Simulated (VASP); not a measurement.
Input of a VASP 6.6.1 run:

The input POSCAR:

```
SrO
1.0
    3.5532880900      0.0000000000      0.0000000000
   -1.7766440500      3.0772377500      0.0000000000
    0.0000000000      0.0000000000      6.2173039800
Sr O
2 2
Direct
    0.3333333300      0.6666666700      0.2500000000
    0.6666666700      0.3333333300      0.7500000000
    0.0000000000      0.0000000000      0.0000000000
    0.0000000000      0.0000000000      0.5000000000
```

File INCAR.step1:

```
SYSTEM = SrO
ALGO = Normal ; EDIFF = 1E-4
ENCUT = 520 ; GGA = PE
ISMEAR = 0 ; LASPH = .True.
LCHARG = .False. ; LREAL = .False.
LWAVE = .True. ; NBANDS = 24
NELM = 100 ; PREC = Accurate
SIGMA = 0.1
```

INCAR.step2

```
SYSTEM = SrO
ALGO = Normal ; EDIFF = 1E-6
ENCUT = 520 ; ISIF = 2
ISMEAR = 0 ; ISTART = 1
LASPH = .True. ; LCHARG = .True.
LELF = .True. ; LMIXTAU = .True.
LREAL = .False. ; LVHAR = .True.
LWAVE = .False. ; METAGGA = R2SCAN
NBANDS = 24 ; NELM = 100
PREC = Accurate ; SIGMA = 0.1
```

File KPOINTS:

```
k-points
0
Gamma
  6 6 4
  0 0 0
```

Potentials or basis: VASP PAW PBE potentials, release 64 (Sr_sv, O).

The run is started by

```sh
$ cat potpaw_PBE.64/Sr_sv/POTCAR potpaw_PBE.64/O/POTCAR > POTCAR
$ cp INCAR.step1 INCAR
$ mpirun -np 1 vasp_std > vasp.out
$ cp INCAR.step2 INCAR
$ mpirun -np 1 vasp_std > vasp.out
```

Task: Estimate the pressure.

Result: 0.1 GPa.

Task: Predict the band gap on the k mesh.

Result: 3.49 eV (least direct gap 3.67 eV).

Caveat: the PAW data sets were made with another functional, which shifts forces and pressure a little. A k mesh can miss the band edges.
